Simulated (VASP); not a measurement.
## BaF2: relaxation of cell and atoms with PBE

Crystal: BaF2.

```xyz
3
Lattice="0.0000 3.1129 3.1129 3.1129 0.0000 3.1129 3.1129 3.1129 0.0000" Properties=species:S:1:pos:R:3 pbc="T T T"
Ba    0.0000    0.0000    0.0000
F     1.5564    1.5564    1.5564
F     4.6693    4.6693    4.6693
```

```yaml
Program: VASP 6.6.1
Task: relaxation of cell and atoms
Functional: PBE
Potentials_or_basis: VASP PAW PBE potentials, release 64 (Ba_sv, F)
Cutoff: 600 eV
k_mesh: 6 × 6 × 6
Occupations: gaussian, width 0.02 eV
Spin: no spin polarisation
Dipole_correction: no
Further_INCAR_settings: ALGO = Normal; EDIFF = 1e-07; IBRION = 2; EDIFFG = -0.005; NSW = 100; ISIF = 3
```

```json
{
  "Relaxed volume": "20.66 Å³/atom",
  "Relaxed cell": "a = 4.442 Å, b = 4.442 Å, c = 4.442 Å, α = 60.00°, β = 60.00°, γ = 60.00°",
  "Space group after relaxing (to 0.1 Å)": "Fm-3m (No. 225)",
  "Energy gained by relaxing": "2.5 meV/atom",
  "Ionic steps": "2",
  "Pressure after relaxing": "0.0 GPa",
  "Band gap on the k mesh": "6.60 eV (least direct gap 6.65 eV)"
}
```

Step by step:
```csv
step,energy change (eV),largest force (eV/Å),pressure (GPa),volume (Å³)
1,0.0000,0.0000,1.50,60.33
2,-0.0074,0.0000,-0.04,61.99
```

Final structure:
```yaml
crystal:
  lattice:
    - [0.00000, 3.14113, 3.14113]
    - [3.14113, 0.00000, 3.14113]
    - [3.14113, 3.14113, 0.00000]
  atoms:
    - { symbol: Ba, position: [0.00000, 0.00000, 0.00000] }
    - { symbol: F, position: [0.25000, 0.25000, 0.25000] }
    - { symbol: F, position: [0.75000, 0.75000, 0.75000] }
```

Levels at points of the mesh, in eV from the valence-band top:
```csv
k point,band 9,band 10,band 11,band 12,band 13,band 14,band 15,band 16
"(0.00, 0.00, 0.00)",-1.37,-0.05,-0.05,-0.05,6.60,9.04,9.04,11.08
"(0.50, 0.00, 0.00)",-0.61,-0.34,-0.16,-0.16,8.87,9.02,9.02,9.64
"(0.50, 0.50, 0.00)",-0.34,-0.30,-0.30,-0.08,7.18,8.81,10.43,11.64
```

It took 67 s on 1 thread of AMD EPYC 7R43 64-Core Processor (Zen 3), with other jobs on the host, peak memory 0.18 GiB.

Caveat: spin-orbit coupling is left out, which moves the levels of the heavy elements. A k mesh can miss the band edges.
